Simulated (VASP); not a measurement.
# Mo (Im-3m) in VASP: a series of runs

Runs on Mo. Level: LDA. Tasks: single point.

Program: VASP 6.6.1. These are calculated values, not measurements. Logs are shortened: lines on timing, memory, paths and dates and some standing lists are left out, and cuts for length are marked.

## Step 1: The cell of the first run

Symmetry: Im-3m, No. 229, cubic system. The conventional cell has a = 3.111 Å, b = 3.111 Å, c = 3.111 Å, α = 90.00°, β = 90.00°, γ = 90.00°. Within 3.6 Å of Mo (site symmetry m-3m) lie 14 Mo at 2.69 to 3.11 Å.

## Step 2: Single point, LDA

Input file INCAR:

```
PREC     = Accurate       # precision mode
ENCUT    = 520            # plane-wave cutoff, eV
EDIFF    = 1E-7           # SCF threshold, eV
ISMEAR   = -1             # smearing method
SIGMA    = 0.08           # smearing width, eV
LREAL    = F              # projectors in reciprocal space
LASPH    = T              # aspherical terms in the spheres
NELM     = 60             # most SCF steps
ALGO     = Normal         # electronic algorithm
ISIF     = 2              # what is computed and relaxed
LWAVE    = F              # write WAVECAR
LCHARG   = F              # write CHGCAR
NBANDS   = 21             # bands
```

Input file KPOINTS:

```
regular mesh
0
Gamma
  11 11 11
```

Input file POSCAR:

```
Mo
1.0
    3.1112033377      0.0000000000      0.0000000000
    0.0000000000      3.1112033377      0.0000000000
    0.0000000000      0.0000000000      3.1112033377
Mo
2
Direct
    0.0000000000      0.0000000000      0.0000000000
    0.5000000000      0.5000000000      0.5000000000
```

Potentials or basis: VASP PAW LDA potentials, release 64 (Mo_sv).

Run with:

```console
$ cat potpaw_LDA.64/Mo_sv/POTCAR > POTCAR
$ mpirun -np 1 vasp_std > vasp.out
```

OUTCAR:

```text
PREC = Accurate
   ENCUT = 520
   EDIFF = 1E-7
   ISMEAR = -1
   LREAL = F
   LASPH = T
   NELM = 60
   ISIF = 2

 ion  position               nearest neighbor table
   1  0.000  0.000  0.000-   2 2.69   2 2.69   2 2.69   2 2.69   2 2.69   2 2.69   2 2.69   2 2.69

   2  0.500  0.500  0.500-   1 2.69   1 2.69   1 2.69   1 2.69   1 2.69   1 2.69   1 2.69   1 2.69

  LATTYP: Found a simple cubic cell.
 ALAT       =     3.1112033377

  Lattice vectors:

 A1 = (   3.1112033377,   0.0000000000,   0.0000000000)
 A2 = (   0.0000000000,   3.1112033377,   0.0000000000)
 A3 = (   0.0000000000,   0.0000000000,   3.1112033377)

Analysis of symmetry for initial positions (statically):
=====================================================================
 Subroutine PRICEL returns following result:

  LATTYP: Found a body centered cubic cell.
 ALAT       =     3.1112033377

  Lattice vectors:

 A1 = (   1.5556016689,   1.5556016689,  -1.5556016688)
 A2 = (  -1.5556016689,   1.5556016688,   1.5556016688)
 A3 = (   1.5556016689,  -1.5556016688,   1.5556016689)

   2 primitive cells build up your supercell.

 Routine SETGRP: Setting up the symmetry group for a
 simple cubic supercell.

 Subroutine GETGRP returns: Found 48 space group operations
 (whereof 48 operations were pure point group operations)
 out of a pool of 48 trial point group operations.

The static configuration has the point symmetry O_h .

Analysis of symmetry for dynamics (positions and initial velocities):
=====================================================================
 Subroutine PRICEL returns following result:

  LATTYP: Found a body centered cubic cell.
 ALAT       =     3.1112033377

  Lattice vectors:

 A1 = (   1.5556016689,   1.5556016689,  -1.5556016688)
 A2 = (  -1.5556016689,   1.5556016688,   1.5556016688)
 A3 = (   1.5556016689,  -1.5556016688,   1.5556016689)

   2 primitive cells build up your supercell.

 Routine SETGRP: Setting up the symmetry group for a
 simple cubic supercell.

 Subroutine GETGRP returns: Found 48 space group operations
 (whereof 48 operations were pure point group operations)
 out of a pool of 48 trial point group operations.

The dynamic configuration has the point symmetry O_h .

 Subroutine INISYM returns: Found 48 space group operations
 (whereof 48 operations are pure point group operations),
 and found     2 'primitive' translations

----------------------------------------------------------------------------------------

                                     Primitive cell

  volume of cell :      15.0576

  direct lattice vectors                    reciprocal lattice vectors
     1.555601669  1.555601669 -1.555601669     0.321419043  0.321419043  0.000000000
    -1.555601669  1.555601669  1.555601669    -0.000000000  0.321419043  0.321419043
     1.555601669 -1.555601669  1.555601669     0.321419043  0.000000000  0.321419043

  length of vectors
     2.694381127  2.694381127  2.694381127     0.454555170  0.454555170  0.454555170

  position of ions in fractional coordinates (direct lattice)
     0.000000000  0.000000000  0.000000000

  ion indices of the primitive-cell ions
   primitive index   ion index
                 1           1

----------------------------------------------------------------------------------------

 KPOINTS: regular mesh

Automatic generation of k-mesh.
 Grid dimensions read from file:
 generate k-points for:   11   11   11

 Generating k-lattice:

  Cartesian coordinates                     Fractional coordinates (reciprocal lattice)
     0.029219913  0.000000000  0.000000000     0.090909091  0.000000000  0.000000000
     0.000000000  0.029219913  0.000000000     0.000000000  0.090909091  0.000000000
     0.000000000  0.000000000  0.029219913     0.000000000  0.000000000  0.090909091

  Length of vectors
     0.029219913  0.029219913  0.029219913

  Shift w.r.t. Gamma in fractional coordinates (k-lattice)
     0.000000000  0.000000000  0.000000000

 Subroutine IBZKPT returns following result:
 ===========================================

 Found     56 irreducible k-points:

 Following reciprocal coordinates:
            Coordinates               Weight
  0.000000  0.000000  0.000000      1.000000
  0.090909  0.000000  0.000000      6.000000
  0.181818  0.000000  0.000000      6.000000
  0.272727  0.000000  0.000000      6.000000
  0.363636  0.000000  0.000000      6.000000
  0.454545  0.000000  0.000000      6.000000
[... 16 lines left out ...]
  0.181818  0.090909  0.090909     24.000000
  0.272727  0.090909  0.090909     24.000000
 [... further k-points ...]
   k-points           NKPTS =     56   k-points in BZ     NKDIM =     56   number of bands    NBANDS=     21
   number of dos      NEDOS =    301   number of ions     NIONS =      2
   total plane-waves  NPLWV =  13824
   dimension x,y,z NGX =    24 NGY =   24 NGZ =   24
   dimension x,y,z NGXF=    48 NGYF=   48 NGZF=   48
   ions per type =               2
   NGX,Y,Z   is equivalent  to a cutoff of  12.82, 12.82, 12.82 a.u.
   NGXF,Y,Z  is equivalent  to a cutoff of  25.65, 25.65, 25.65 a.u.
 SYSTEM =  unknown system
   PREC   = accura    normal or accurate (medium, high low for compatibility)
   ISTART =      0    job   : 0-new  1-cont  2-samecut
   ICHARG =      2    charge: 1-file 2-atom 10-const
   ISPIN  =      1    spin polarized calculation?
   LNONCOLLINEAR =      F non collinear calculations
   LSORBIT =      F    spin-orbit coupling
   LASPH  =      T    aspherical Exc in radial PAW
   ENCUT  =  520.0 eV  38.22 Ry    6.18 a.u.   5.78  5.78  5.78*2*pi/ulx,y,z
   NELM   =     60;   NELMIN=  2; NELMDL= -5     # of ELM steps
   EDIFF  = 0.1E-06   stopping-criterion for ELM
   LREAL  =      F    real-space projection
   EDIFFG = 0.1E-05   stopping-criterion for IOM
   NSW    =      0    number of steps for IOM
   IBRION =     -1    ionic relax: 0-MD 1-quasi-New 2-CG
   NFREE  =      0    steps in history (QN), initial steepest desc. (CG)
   ISIF   =      2    stress and relaxation
   ISYM   =      2    0-nonsym 1-usesym 2-fastsym
   POTIM  = 0.5000    time-step for ionic-motion
   TEBEG  =    0.0;   TEEND  =   0.0 temperature during run
   PSTRESS=    0.0 pullay stress
   NELECT =      28.0000    total number of electrons
   NUPDOWN=      -1.0000    fix difference up-down
   EMIN   =  10.00;   EMAX   =-10.00  energy-range for DOS
   EFERMI =   0.00;   METHOD = LEGACY
   ISMEAR =    -1;   SIGMA  =   0.08  broadening in eV -4-tet -1-fermi 0-gaus
   EFERMI_NEDOS =   21; number of points for ismear=-14 and -15
   IALGO  =     38    algorithm
   IMIX   =      4    mixing-type and parameters
     AMIX     =   0.40;   BMIX     =  1.00
     AMIX_MAG =   1.60;   BMIX_MAG =  1.00
  volume/ion in A,a.u.               =      15.06       101.61
  Fermi-wavevector in a.u.,A,eV,Ry     =   1.597837  3.019474 34.736800  2.553083
  Thomas-Fermi vector in A             =   2.695381
   LORBIT       =      0    0 simple, 1 ext, 2 COOP (PROOUT), +10 PAW based schemes
   GGA     = CA    functional components
   LHFCALC =     F    Hartree Fock is set to
   AEXX    =    0.0000 exact exchange contribution
   IVDW    =     0    specifies the selected vdW correction
   LEPSILON=     F    determine dielectric tensor
   LRPA    =     F    only Hartree local field effects (RPA)
 non-spin polarized calculation
  energy-cutoff  :      520.00
  volume of cell :       30.12
 maximum number of plane-waves:       831
 NGX is ok and might be reduce to    24
   NGX = 11   NGY = 11   NGZ = 11

 number of electron      27.9999992 magnetization

 Free energy of the ion-electron system (eV)
  ---------------------------------------------------
  ext. energy  EPLUGINS =         0.00000000
  ---------------------------------------------------
  free energy    TOTEN  =       -24.27114982 eV

  energy without entropy =      -24.24499028  energy(sigma->0) =      -24.25807005

 E-fermi :  13.0701     XC(G=0): -13.8134

 val. band max:       13.0565504210   @ k =   0.4545   0.4545   0.1818
 cond. band min:      13.1289644512   @ k =   0.4545   0.4545   0.1818
 fundamental gap:      0.0724140302
 Fermi energy:        13.0701071566

 k-point     1 :       0.0000    0.0000    0.0000
  band No.  band energies     occupation
      1     -47.8620      2.00000
      2     -47.3267      2.00000
      3     -22.3049      2.00000
      4     -22.3049      2.00000
      5     -22.3049      2.00000
      6     -21.2095      2.00000
[... 13 lines left out ...]
     20      22.4298      0.00000
     21      22.4298      0.00000

 k-point     2 :       0.0909    0.0000    0.0000
  band No.  band energies     occupation
      1     -47.8496      2.00000
      2     -47.3358      2.00000
      3     -22.3072      2.00000
      4     -22.2822      2.00000
      5     -22.2822      2.00000
      6     -21.2581      2.00000
[... 13 lines left out ...]
     20      21.9260      0.00000
     21      23.1852      0.00000

 k-point     3 :       0.1818    0.0000    0.0000
  band No.  band energies     occupation
      1     -47.8137      2.00000
      2     -47.3628      2.00000
      3     -22.3082      2.00000
      4     -22.2159      2.00000
      5     -22.2159      2.00000
      6     -21.3928      2.00000
[... 13 lines left out ...]
     20      20.7173      0.00000
     21      24.9066      0.00000
[... 457 lines left out ...]
 k-point    23 :       0.1818    0.0909    0.0909
  band No.  band energies     occupation
      1     -47.7924      2.00000
      2     -47.3769      2.00000
      3     -22.3805      2.00000
      4     -22.2546      2.00000
      5     -22.0371      2.00000
      6     -21.5907      2.00000
[... 13 lines left out ...]
     20      21.8325      0.00000
     21      24.4479      0.00000

 k-point    24 :       0.2727    0.0909    0.0909
  band No.  band energies     occupation
      1     -47.7405      2.00000
      2     -47.4167      2.00000
      3     -22.4070      2.00000
      4     -22.1469      2.00000
      5     -21.9140      2.00000
      6     -21.7925      2.00000
[... 13 lines left out ...]
     20      20.2625      0.00000
     21      25.9442      0.00000

 [... further k-points ...]

------------------------ aborting loop because EDIFF is reached ----------------------------------------

  FORCE on cell =-STRESS in cart. coord.  units (eV):
  Direction    XX          YY          ZZ          XY          YZ          ZX
  --------------------------------------------------------------------------------------
  -------------------------------------------------------------------------------------
  Total        0.2374892      0.2374892      0.2374892      0.0000000      0.0000000     -0.0000000
  in kB       12.6348251     12.6348251     12.6348251      0.0000000      0.0000000     -0.0000000
  external PRESSURE =      12.6348251 kB  Pullay stress =       0.0000000 kB

 VOLUME and BASIS-vectors are now :
 -----------------------------------------------------------------------------
  energy-cutoff  :      520.00
  volume of cell :       30.12
      direct lattice vectors                 reciprocal lattice vectors
     3.111203338  0.000000000  0.000000000     0.321419043  0.000000000  0.000000000
     0.000000000  3.111203338  0.000000000     0.000000000  0.321419043  0.000000000
     0.000000000  0.000000000  3.111203338     0.000000000  0.000000000  0.321419043

 POSITION                                       TOTAL-FORCE (eV/Angst)
 -----------------------------------------------------------------------------------
      0.00000      0.00000      0.00000        -0.000000     -0.000000     -0.000000
      1.55560      1.55560      1.55560         0.000000      0.000000      0.000000
 -----------------------------------------------------------------------------------
    total drift:                                0.000000      0.000000     -0.000000

  FREE ENERGIE OF THE ION-ELECTRON SYSTEM (eV)
  ---------------------------------------------------
  free  energy   TOTEN  =       -24.2711498153 eV

  energy  without entropy=      -24.2449902773  energy(sigma->0) =      -24.25807005
```

It took 18 s on 1 thread of Intel Xeon 6975P-C, shared host; peak memory 0.14 GiB.

Results:

| Item | Value |
| --- | --- |
| Free energy | -24.2711 eV |
| Pressure | 1.3 GPa |
| Band gap on the k mesh | zero (band 14 reaches 14.47 eV, above the bottom of band 15 at 12.61 eV) |

Levels at points of the mesh, in eV from the Fermi level:
| k point | band 12 | band 13 | band 14 | band 15 | band 16 | band 17 |
| --- | --- | --- | --- | --- | --- | --- |
| (0.00, 0.00, 0.00) | -1.44 | -1.44 | -1.44 | 1.71 | 1.71 | 4.24 |

## Step 3: Single point, LDA

Changes to INCAR since step 2:

```diff
@@ -12,2 +12,3 @@
 LCHARG   = F              # write CHGCAR
+GGA      = CA             # functional
 NBANDS   = 21             # bands
```

Input file KPOINTS:

```
Automatic mesh
0
Gamma
  11 11 11
```

POSCAR is that of step 2.

Potentials or basis: VASP PAW LDA potentials, release 64 (Mo_sv).

Run with:

```console
$ cat potpaw_LDA.64/Mo_sv/POTCAR > POTCAR
$ mpirun -np 1 vasp_std > vasp.out
```

It used 13 s of CPU time on 1 thread of Intel Xeon 6975P-C, with other jobs on the host.

It converged, with:

```
Free energy            : -24.2711 eV
Pressure               : 1.3 GPa
Band gap on the k mesh : zero (band 14 reaches 14.47 eV, above the bottom of band 15 at 12.61 eV)
```

Levels at points of the mesh, in eV from the Fermi level:
```tsv
k point	band 11	band 12	band 13	band 14	band 15	band 16	band 17	band 18
(0.00, 0.00, 0.00)	-5.75	-1.44	-1.44	-1.44	1.71	1.71	4.24	4.24
```
